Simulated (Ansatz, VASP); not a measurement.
## GaP: VASP beside Ansatz

```
Ga P
1.0
     0.00000    2.69571    2.69571
     2.69571    0.00000    2.69571
     2.69571    2.69571    0.00000
Ga P
1 1
Direct
  0.00000 0.00000 0.00000
  0.75000 0.75000 0.75000
```

Alike in both runs: functional LDA; k mesh 8 × 8 × 8; occupations gaussian, width 0.02 eV; no spin polarisation.

Ansatz relaxed the structure, and its values are those at the end. VASP's run is a single point on that final structure, the one shown.

|  | VASP | Ansatz |
| --- | --- | --- |
| version | VASP 6.6.1 | Ansatz 0.2.0 |
| potentials or method | VASP PAW LDA potentials, release 64 (Ga_d, P), cutoff 520 eV | scalar-relativistic, plane waves, PAW |
| valence electrons in the cell | 18 | 18 |

Ansatz gave:

- gap on the k mesh at the Fermi level (eV): 1.43
- least direct gap on the mesh (eV): 1.88
- pressure (GPa): 0.0

Task: Estimate VASP's values.

Result: gap on the k mesh at the Fermi level (eV): 1.43; least direct gap on the mesh (eV): 1.91; pressure (GPa): 0.1.

Ansatz warns that its potentials were made for another functional, while VASP's fit it. LDA's correlation is that of Perdew and Zunger in VASP and of Perdew and Wang (1992) in Ansatz.
